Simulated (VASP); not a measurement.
Write the native input for VASP 6.6.1 that does the following.

```
Task                   : relaxation of cell and atoms
Functional             : PBE
Potentials or basis    : VASP PAW PBE potentials, release 64 (Hf_pv, C)
Cutoff                 : 600 eV
k mesh                 : 12 × 12 × 10
Occupations            : gaussian, width 0.1 eV
Spin                   : no spin polarisation
Dipole correction      : no
Further INCAR settings : ALGO = Normal; EDIFF = 1e-06; IBRION = 2; EDIFFG = -0.01; NSW = 80; ISIF = 3
```

The structure of HfC lies in POSCAR:

```
HfC
1.0
    3.8473089211      0.0000000000      0.0000000000
   -1.9236544606      3.3318672619      0.0000000000
    0.0000000000      0.0000000000      4.6582198135
Hf C
2 2
Direct
    0.3333333333      0.6666666667      0.4453495292
    0.6666666667      0.3333333333      0.9453495292
    0.3333333333      0.6666666667      0.9296504708
    0.6666666667      0.3333333333      0.4296504708
```

One way to write it, as run:

INCAR

```
SYSTEM = HfC
ALGO = Normal
EDIFF = 1E-6
EDIFFG = -0.01
ENCUT = 600
GGA = PE
IBRION = 2
ISIF = 3
ISMEAR = 0
LASPH = .True.
LCHARG = .False.
LREAL = .False.
LWAVE = .False.
NELM = 80
NSW = 80
PREC = Accurate
SIGMA = 0.1
```

KPOINTS

```
k-points
0
Gamma
  12 12 10
  0 0 0
```

Potentials or basis: VASP PAW PBE potentials, release 64 (Hf_pv, C).

Command:

```console
$ cat potpaw_PBE.64/Hf_pv/POTCAR potpaw_PBE.64/C/POTCAR > POTCAR
$ mpirun -np 1 vasp_std > vasp.out
```

It gave:

```json
{
 "Relaxed volume": "14.86 Å³/atom",
 "Relaxed cell": "a = 3.849 Å, b = 3.849 Å, c = 4.633 Å, α = 90.00°, β = 90.00°, γ = 120.00°",
 "Space group after relaxing (to 0.1 Å)": "P6_3/mmc (No. 194)",
 "Energy gained by relaxing": "2.3 meV/atom",
 "Ionic steps": "10",
 "Pressure after relaxing": "0.0 GPa",
 "Band gap on the k mesh": "zero (bands 14 and 15 overlap by 1.46 eV)"
}
```

Caveat: spin-orbit coupling is left out, which moves the levels of the heavy elements.

Wall time 12 min on 1 thread of Intel Xeon 8259CL, with other jobs on the host, peak memory 0.31 GiB.
